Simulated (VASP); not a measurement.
Set up this calculation in VASP 6.6.1, as the native input.

| Property | Result |
| --- | --- |
| Task | single point |
| Functional | PBEsol |
| Potentials or basis | VASP PAW PBE potentials, release 64 (Sn_d, Te) |
| Cutoff | 500 eV |
| k mesh | 2 × 2 × 2 |
| Occupations | gaussian, width 0.05 eV |
| Spin | no spin polarisation |
| Dipole correction | no |
| Further INCAR settings | ALGO = Normal; EDIFF = 1e-06; NBANDS = 94 |

The structure of SnTe lies in POSCAR:

```
SnTe
1.0
    0.0000000000      6.3017000000      6.3017000000
    6.3017000000      0.0000000000      6.3017000000
    6.3017000000      6.3017000000      0.0000000000
Sn Te
8 8
Direct
    0.0000000000      0.0000000000      0.0000000000
    0.0000000000      0.0000000000      0.5000000000
    0.0000000000      0.5000000000      0.0000000000
    0.0000000000      0.5000000000      0.5000000000
    0.5000000000      0.0000000000      0.0000000000
    0.5000000000      0.0000000000      0.5000000000
    0.5000000000      0.5000000000      0.0000000000
    0.5000000000      0.5000000000      0.5000000000
    0.2500000000      0.2500000000      0.2500000000
    0.2500000000      0.2500000000      0.7500000000
    0.2500000000      0.7500000000      0.2500000000
    0.2500000000      0.7500000000      0.7500000000
    0.7500000000      0.2500000000      0.2500000000
    0.7500000000      0.2500000000      0.7500000000
    0.7500000000      0.7500000000      0.2500000000
    0.7500000000      0.7500000000      0.7500000000
```

One way to write it, as run:

INCAR

```
PREC     = Accurate       # precision mode
ENCUT    = 500            # plane-wave cutoff, eV
EDIFF    = 1E-6           # SCF threshold, eV
ISMEAR   = 0              # smearing method
SIGMA    = 0.05           # smearing width, eV
LREAL    = F              # projectors in reciprocal space
LASPH    = T              # aspherical terms in the spheres
NELM     = 120            # most SCF steps
ALGO     = Normal         # electronic algorithm
ISIF     = 2              # what is computed and relaxed
LWAVE    = F              # write WAVECAR
LCHARG   = F              # write CHGCAR
GGA      = PS             # functional
NBANDS   = 94             # bands
GGA_COMPAT= F
```

KPOINTS

```
Automatic mesh
0
Gamma
  2 2 2
```

Potentials or basis: VASP PAW PBE potentials, release 64 (Sn_d, Te).

The run is started by

```sh
$ cat potpaw_PBE.64/Sn_d/POTCAR potpaw_PBE.64/Te/POTCAR > POTCAR
$ mpirun -np 1 vasp_std > vasp.out
```

It gave:

The pressure is -1.0 GPa and the band gap on the k mesh is 0.14 eV.

Caveat: the k points lie up to 0.43 Å⁻¹ apart; semilocal functionals underestimate gaps, and a narrow one can read as zero; the PAW data sets were made with another functional, which shifts forces and pressure a little; spin-orbit coupling is left out, which moves the levels of the heavy elements.

Run time: 4.1 min on 1 thread of Intel(R) Xeon(R) Platinum 8259CL CPU @ 2.50GHz (Skylake/Cascade Lake) (shared host), peak memory 0.72 GiB.
